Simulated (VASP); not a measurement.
# SiC in VASP: a series of runs, part 2 of 2

VASP 6.6.1.

## (3) Single point, PBE

File INCAR:

```
SYSTEM = SiC
PREC = Accurate ; ENCUT = 520
EDIFF = 1E-7 ; ISMEAR = -1
SIGMA = 0.02 ; LREAL = .False.
LASPH = .True. ; NELM = 60
ALGO = Normal ; ISIF = 2
LWAVE = .False. ; LCHARG = .True.
LDIPOL = .True. ; IDIPOL = 3
DIPOL = 0.5 0.5 0.500 ; GGA = PE
LELF = .True. ; LVHAR = .True.
LVACPOTAV = .True. ; NBANDS = 16
```

File KPOINTS:

```
Automatic mesh
0
Gamma
  8 5 1
  0 0 0
```

File POSCAR:

```
SiC
1.0
    3.0919181390      0.0000000000      0.0000000000
    0.0000000000      5.0742764844      0.0000000000
    0.0000000000      0.0000000000     16.8926000000
Si C
2 2
Direct
    0.7500000000      0.5620818710      0.4735813350
    0.2500000000      0.0620818710      0.5264186650
    0.7500000000      0.9379181290      0.4735813350
    0.2500000000      0.4379181290      0.5264186650
```

Potentials or basis: VASP PAW PBE potentials, release 64 (Si, C).

Started as:

```sh
$ cat potpaw_PBE.64/Si/POTCAR potpaw_PBE.64/C/POTCAR > POTCAR
$ mpirun -np 1 vasp_std > vasp.out
```

OUTCAR:

```text
SYSTEM = SiC
   PREC = Accurate
   ENCUT = 520
   EDIFF = 1E-7
   ISMEAR = -1
   LREAL = .False.
   LASPH = .True.
   NELM = 60
   ISIF = 2
   GGA = PE

 ion  position               nearest neighbor table
   1  0.750  0.562  0.474-   4 1.89   4 1.89   3 1.91   2 3.10   2 3.10   2 3.10   2 3.10
   2  0.250  0.062  0.526-   3 1.89   3 1.89   4 1.91   1 3.10   1 3.10   1 3.10   1 3.10
   3  0.750  0.938  0.474-   2 1.89   2 1.89   1 1.91
   4  0.250  0.438  0.526-   1 1.89   1 1.89   2 1.91

  LATTYP: Found a simple orthorhombic cell.
 ALAT       =     3.0919181390
 B/A-ratio  =     1.6411419243
 C/A-ratio  =     5.4634693548

  Lattice vectors:

 A1 = (   3.0919181390,   0.0000000000,   0.0000000000)
 A2 = (   0.0000000000,   5.0742764844,   0.0000000000)
 A3 = (   0.0000000000,   0.0000000000,  16.8926000000)

Analysis of symmetry for initial positions (statically):
=====================================================================
 Subroutine PRICEL returns:
 Original cell was already a primitive cell.

 Routine SETGRP: Setting up the symmetry group for a
 simple orthorhombic supercell.

 Subroutine GETGRP returns: Found  4 space group operations
 (whereof  1 operations were pure point group operations)
 out of a pool of  8 trial point group operations.

The static configuration has the point symmetry C_1 .
 The point group associated with its full space group is C_2v.

Analysis of symmetry for dynamics (positions and initial velocities):
=====================================================================
 Subroutine PRICEL returns:
 Original cell was already a primitive cell.

 Routine SETGRP: Setting up the symmetry group for a
 simple orthorhombic supercell.

 Subroutine GETGRP returns: Found  4 space group operations
 (whereof  1 operations were pure point group operations)
 out of a pool of  8 trial point group operations.

The dynamic configuration has the point symmetry C_1 .
 The point group associated with its full space group is C_2v.

 Subroutine INISYM returns: Found  4 space group operations
 (whereof  1 operations are pure point group operations),
 and found     1 'primitive' translations

[... 113 lines left out ...]
   GGA     = PE    functional components
   LHFCALC =     F    Hartree Fock is set to
   AEXX    =    0.0000 exact exchange contribution
   IVDW    =     0    specifies the selected vdW correction
   LEPSILON=     F    determine dielectric tensor
   LRPA    =     F    only Hartree local field effects (RPA)
 non-spin polarized calculation
  energy-cutoff  :      520.00
  volume of cell :      265.03
 maximum number of plane-waves:      7176
 NGX is ok and might be reduce to    24
   NGX = 11   NGY = 19   NGZ = 63

 number of electron      15.9999999 magnetization

 dipolmoment           0.000000      0.000000      0.000000 electrons x Angstroem

 Free energy of the ion-electron system (eV)
  ---------------------------------------------------
  ext. energy  EPLUGINS =         0.00000000
  ---------------------------------------------------
  free energy    TOTEN  =       -25.36608191 eV

  energy without entropy =      -25.36608191  energy(sigma->0) =      -25.36608191

 E-fermi :  -2.3977     XC(G=0):  -2.8039

 val. band max:       -2.8449220690   @ k =   0.3750   0.0000   0.0000
 cond. band min:      -1.9490050724   @ k =   0.5000   0.4000   0.0000
 fundamental gap:      0.8959169966
 Fermi energy:        -2.3977184831

 k-point     1 :       0.0000    0.0000    0.0000
  band No.  band energies     occupation
      1     -16.1643      2.00000
      2     -12.8601      2.00000
      3     -10.1338      2.00000
      4      -6.8027      2.00000
      5      -4.7001      2.00000
      6      -4.4388      2.00000
[... 262 lines left out ...]
      3      -9.9797      2.00000
      4      -9.9797      2.00000
      5      -5.3123      2.00000
      6      -5.3123      2.00000
[... 8 lines left out ...]
     15       5.5465      0.00000
     16       5.5465      0.00000

------------------------ aborting loop because EDIFF is reached ----------------------------------------

  FORCE on cell =-STRESS in cart. coord.  units (eV):
  Direction    XX          YY          ZZ          XY          YZ          ZX
  --------------------------------------------------------------------------------------
  -------------------------------------------------------------------------------------
  Total       -3.1720146     -1.4364615     -5.3303596      0.0000000      0.0000000      0.0000000
  in kB      -19.1755197     -8.6837231    -32.2231861      0.0000000      0.0000000      0.0000000
  external PRESSURE =     -20.0274763 kB  Pullay stress =       0.0000000 kB

 VOLUME and BASIS-vectors are now :
 -----------------------------------------------------------------------------
  energy-cutoff  :      520.00
  volume of cell :      265.03
      direct lattice vectors                 reciprocal lattice vectors
     3.091918139  0.000000000  0.000000000     0.323423828  0.000000000  0.000000000
     0.000000000  5.074276484  0.000000000     0.000000000  0.197072431  0.000000000
     0.000000000  0.000000000 16.892600000     0.000000000  0.000000000  0.059197518

 POSITION                                       TOTAL-FORCE (eV/Angst)
 -----------------------------------------------------------------------------------
      2.31894      2.85216      8.00002         0.000000      0.348108      3.587718
      0.77298      0.31502      8.89258         0.000000      0.348108     -3.587718
      2.31894      4.75926      8.00002         0.000000     -0.348108      2.370600
      0.77298      2.22212      8.89258         0.000000     -0.348108     -2.370600
 -----------------------------------------------------------------------------------
    total drift:                                0.000000      0.000046     -0.000000

  FREE ENERGIE OF THE ION-ELECTRON SYSTEM (eV)
  ---------------------------------------------------
  free  energy   TOTEN  =       -25.3660819147 eV

  energy  without entropy=      -25.3660819146  energy(sigma->0) =      -25.36608191

 vacuum level on the upper side and lower side of the slab         2.058         2.058
```

stdout:

```text
POSCAR found type information on POSCAR SiC
 POSCAR found :  2 types and       4 ions
 scaLAPACK will be used
 LDA part: xc-table for (Slater+PW92), standard interpolation
 POSCAR, INCAR and KPOINTS ok, starting setup
 FFT: planning ... GRIDC
 FFT: planning ... GRID_SOFT
 FFT: planning ... GRID
 WAVECAR not read
 entering main loop
 -----------------------------------------------------------------------------
|                                                                             |
|           W    W    AA    RRRRR   N    N  II  N    N   GGGG   !!!           |
|           W    W   A  A   R    R  NN   N  II  NN   N  G    G  !!!           |
|           W    W  A    A  R    R  N N  N  II  N N  N  G       !!!           |
|           W WW W  AAAAAA  RRRRR   N  N N  II  N  N N  G  GGG   !            |
|           WW  WW  A    A  R   R   N   NN  II  N   NN  G    G                |
|           W    W  A    A  R    R  N    N  II  N    N   GGGG   !!!           |
|                                                                             |
|     Did not find any points to average over, which means that no vacuum     |
|     field-free region was found. Please increase the size of  your cell     |
|     in the dimension of the dipole correction to obtain accurate            |
|     workfunction values.                                                    |
|                                                                             |
 -----------------------------------------------------------------------------
```

Wall time 47 s (1 thread of Intel Xeon 6975P-C (Granite Rapids), shared host); peak memory 0.35 GiB.

Results:

```
Free energy            : -25.3661 eV
Largest force          : 3.605 eV/Å
Band gap on the k mesh : 0.90 eV (least direct gap 0.90 eV)
```

Forces on the atoms (eV/Å):
```
Si   0.000  0.348  3.588
Si   0.000  0.348 -3.588
C    0.000 -0.348  2.371
C    0.000 -0.348 -2.371
```

Levels at points of the mesh, in eV from the valence-band top:
```tsv
k point	band 6	band 7	band 8	band 9	band 10	band 11
(0.00, 0.00, 0.00)	-1.59	-1.07	-0.02	1.07	3.00	4.40
(0.50, 0.00, 0.00)	-4.04	-0.99	-0.99	1.75	1.75	4.88
```

## (4) Single point, PBE

File INCAR:

```
ALGO     = Normal         # electronic algorithm
DIPOL    = 0.5 0.5 0.500
EDIFF    = 1E-6           # SCF threshold, eV
ENCUT    = 520            # plane-wave cutoff, eV
GGA      = PE             # functional
IDIPOL   = 3            
ISIF     = 2              # what is computed and relaxed
ISMEAR   = -1             # smearing method
LASPH    = T              # aspherical terms in the spheres
LCHARG   = F              # write CHGCAR
LDIPOL   = T            
LREAL    = F              # projectors in reciprocal space
LWAVE    = F              # write WAVECAR
NBANDS   = 16             # bands
NELM     = 100            # most SCF steps
PREC     = Accurate       # precision mode
SIGMA    = 0.02           # smearing width, eV
```

File KPOINTS:

```
k-points
0
Gamma
  8 5 1
```

File POSCAR:

```
SiC
1.0
    3.0919181390      0.0000000000      0.0000000000
    0.0000000000      5.0742764844      0.0000000000
    0.0000000000      0.0000000000     16.8926000000
Si C
2 2
Direct
    0.7500000000      0.5802862739      0.5025010309
    0.2500000000      0.0802897653      0.4974966617
    0.7500000000      0.9197095827      0.4905825466
    0.2500000000      0.4197143781      0.5094197608
```

Started as:

```sh
$ cat potpaw_PBE.64/Si/POTCAR potpaw_PBE.64/C/POTCAR > POTCAR
$ mpirun -np 1 vasp_std > vasp.out
```

Wall time 49 s (1 thread of Intel Xeon 6975P-C (Granite Rapids), shared host); peak memory 0.35 GiB.

The run converged. Its results:

- Free energy: -27.8187 eV
- Largest force: 0.006 eV/Å
- Band gap on the k mesh: 2.79 eV (least direct gap 2.93 eV)

Forces on the atoms (eV/Å):
```
Si   0.000  0.005  0.004
Si   0.000  0.005 -0.004
C    0.000 -0.005  0.004
C    0.000 -0.005 -0.004
```

Levels at points of the mesh, in eV from the valence-band top:
| k point | band 5 | band 6 | band 7 | band 8 | band 9 | band 10 | band 11 | band 12 |
| --- | --- | --- | --- | --- | --- | --- | --- | --- |
| (0.00, 0.00, 0.00) | -3.14 | -1.36 | -1.01 | -0.35 | 3.20 | 3.28 | 3.70 | 4.89 |
| (0.50, 0.00, 0.00) | -4.48 | -4.48 | -0.94 | -0.94 | 3.68 | 3.68 | 6.63 | 6.63 |
